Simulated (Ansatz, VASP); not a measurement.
## MoS in VASP and in Ansatz

```xyz
2
Lattice="0.0000 2.6672 2.6672 2.6672 0.0000 2.6672 2.6672 2.6672 0.0000" Properties=species:S:1:pos:R:3 pbc="T T T"
Mo    0.0000    0.0000    0.0000
S     1.3336    1.3336    1.3336
```

Alike in both runs: task relaxation of cell and atoms; functional PBE; k mesh 14 × 14 × 14; occupations gaussian, width 0.1 eV; no spin polarisation.

|  | VASP | Ansatz |
| --- | --- | --- |
| version | VASP 6.6.1 | Ansatz 0.2.0 |
| potentials or method | VASP PAW PBE potentials, release 64 (Mo_sv, S), cutoff 600 eV | scalar-relativistic, plane waves, PAW |
| valence electrons in the cell | 20 | 20 |

|  | VASP | Ansatz | Ansatz less VASP |
| --- | --- | --- | --- |
| gap on the k mesh at the Fermi level, each at its own relaxed structure (eV) | none | none | - |
| relaxed volume (Å³/atom) | 18.97 | 18.97 | 0.000 |
| relaxed cell length with the largest relative difference (Å) | 3.772 | 3.772 | 0.0000 |

A gap of «none» marks a metal or a gap that the smearing closes.

Noted on VASP's run: the relaxation stopped at its first step, so nothing moved.
